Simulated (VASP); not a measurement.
The system is Ga3BAs4.

```xyz
8
Lattice="5.4158 0.0000 0.0000 0.0000 5.4158 0.0000 0.0000 0.0000 5.4158" Properties=species:S:1:pos:R:3 pbc="T T T"
Ga    2.7079    0.0000    2.7079
Ga    2.7079    2.7079    0.0000
Ga    0.0000    2.7079    2.7079
B     0.0000    0.0000    0.0000
As    1.3539    4.0618    4.0618
As    1.3539    1.3539    1.3539
As    4.0618    4.0618    1.3539
As    4.0618    1.3539    4.0618
```

| Item | Value |
| --- | --- |
| Program | VASP 6.6.1 |
| Task | relaxation of cell and atoms |
| Functional | PBE |
| Potentials or basis | VASP PAW PBE potentials, release 64 (Ga_d, B, As) |
| Cutoff | 600 eV |
| k mesh | 4 × 4 × 4 |
| Occupations | gaussian, width 0.1 eV |
| Spin | no spin polarisation |

At the start: pressure 7.0 GPa; volume 19.86 Å³/atom.

Where does the relaxation end?

Over 6 steps the energy falls by 158.0 meV/atom and the volume is 21.02 Å³/atom (+5.9 %); space group P-43m (No. 215, to 0.1 Å) before and after.

The path:
```csv
step,energy change (eV),largest force (eV/Å),pressure (GPa),volume (Å³)
1,0.0000,2.5511,7.04,158.85
2,-0.9362,0.8640,-3.89,179.77
3,-0.9397,0.9568,-3.43,178.30
4,-1.2351,0.3083,-1.29,170.95
5,-1.2636,0.0485,-0.03,167.91
6,-1.2638,0.0185,-0.16,168.15
```

Final structure:
```
CELL_PARAMETERS angstrom
5.51949 0.00000 0.00000
0.00000 5.51949 0.00000
0.00000 0.00000 5.51949
ATOMIC_POSITIONS crystal
Ga 0.50000 0.00000 0.50000
Ga 0.50000 0.50000 0.00000
Ga 0.00000 0.50000 0.50000
B 0.00000 0.00000 0.00000
As 0.22756 0.77244 0.77244
As 0.22756 0.22756 0.22756
As 0.77244 0.77244 0.22756
As 0.77244 0.22756 0.77244
```
